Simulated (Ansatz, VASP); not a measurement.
# Al4Cl: VASP beside Ansatz

```
CELL_PARAMETERS angstrom
4.48415 0.00000 0.00000
0.00000 4.48415 0.00000
0.00000 0.00000 4.48415
ATOMIC_POSITIONS crystal
Al 0.26849 0.26849 0.26849
Al 0.73151 0.73151 0.26849
Al 0.73151 0.26849 0.73151
Al 0.26849 0.73151 0.73151
Cl 0.00000 0.00000 0.00000
```

Alike in both runs: task relaxation of cell and atoms; functional PBE; k mesh 4 × 4 × 4; occupations gaussian, width 0.1 eV; no spin polarisation.

|  | VASP | Ansatz |
| --- | --- | --- |
| version | VASP 6.6.1 | Ansatz 0.2.0 |
| potentials or method | VASP PAW PBE potentials, release 64 (Al, Cl), cutoff 600 eV | scalar-relativistic, plane waves, PAW |
| valence electrons in the cell | 19 | 19 |

Ansatz gave:

* gap on the k mesh at the Fermi level, each at its own relaxed structure (eV): none
* relaxed volume (Å³/atom): 21.37
* relaxed length of the cell vector where the two differ most in proportion (Å): 4.745

Question: Estimate VASP's values.

Answer: gap on the k mesh at the Fermi level, each at its own relaxed structure (eV): none; relaxed volume (Å³/atom): 21.61; relaxed length of the cell vector where the two differ most in proportion (Å): 4.763.

A gap of «none» marks a metal or a gap that the smearing closes.

Noted on VASP's run: the volume moved by over 15 % at a fixed basis, so the end points are rough.
